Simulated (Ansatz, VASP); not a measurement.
TaN: VASP beside Ansatz

```
CELL_PARAMETERS angstrom
5.20850 0.00000 0.00000
-2.60425 4.51069 0.00000
0.00000 0.00000 2.91475
ATOMIC_POSITIONS crystal
Ta 0.00000 0.00000 0.00000
Ta 0.33333 0.66667 0.50000
Ta 0.66667 0.33333 0.50000
N 0.39239 0.00000 0.00000
N 0.60761 0.60761 0.00000
N 0.00000 0.39239 0.00000
```

Alike in both runs: task single point; functional PBEsol; k mesh 6 × 6 × 6; occupations gaussian, width 0.1 eV; no spin polarisation.

```csv
,VASP,Ansatz
version,VASP 6.6.1,Ansatz 0.2.0
potentials or method,"VASP PAW PBE potentials, release 64 (Ta_pv, N), cutoff 520 eV","scalar-relativistic, plane waves, PAW"
valence electrons in the cell,48,54
```

Ansatz gave:

| Item | Value |
| --- | --- |
| gap on the k mesh at the Fermi level (eV) | none |
| pressure (GPa) | -5.8 |
| traceless stress, the component that is largest in VASP (GPa) | -1.42 |
| rms of the force components (eV/Å) | 0.017 |

**Question.** What did VASP give for the same quantities?

**Answer.** gap on the k mesh at the Fermi level (eV): none; pressure (GPa): -4.8; traceless stress, the component that is largest in VASP (GPa): -1.52; rms of the force components (eV/Å): 0.020.

VASP's potentials were made for PBE, not for PBEsol, and Ansatz warns of the same on its side. Atom by atom the forces differ by 0.002 eV/Å (rms over components). A gap of «none» marks a metal or a gap that the smearing closes. The functional is the same, so the differences come from potentials, cutoffs and numerics. VASP's potentials hold 48 valence electrons a cell and Ansatz's 54, so a difference there can come from the potentials and not from the codes.

Spin-orbit coupling is off throughout.
